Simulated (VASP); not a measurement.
C, 1 atom in the cell. It takes space group Im-3m (No. 229, cubic). Conventional cell: a = 2.482 Å, b = 2.482 Å, c = 2.482 Å, α = 90.00°, β = 90.00°, γ = 90.00°. C (site symmetry m-3m) has 14 C at 2.15 to 2.48 Å within 2.8 Å.  This cell differs from its parent crystal: volume scaled by 1.12.

- Program: VASP 6.6.1
- Task: single point
- Functional: RPBE
- Potentials or basis: VASP PAW PBE potentials, release 64 (C)
- Cutoff: 520 eV
- k mesh: 21 × 21 × 21
- Occupations: fermi-dirac, width 0.1 eV
- Spin: no spin polarisation
- Dipole correction: no
- Further INCAR settings: ALGO = Normal; EDIFF = 1e-06; NBANDS = 8

Potentials or basis: VASP PAW PBE potentials, release 64 (C).

Run with:

```bash
$ cat potpaw_PBE.64/C/POTCAR > POTCAR
$ mpirun -np 1 vasp_std > vasp.out
```

Hardware: 1 thread of Intel(R) Xeon(R) Platinum 8559C (Emerald Rapids), with other jobs on the host.

Task: How long does it take, and how much memory?

Result: Wall time 4 s on 1 thread of Intel(R) Xeon(R) Platinum 8559C (Emerald Rapids), with other jobs on the host, peak memory 0.12 GiB. Counts: scf iterations 9, k points 286.
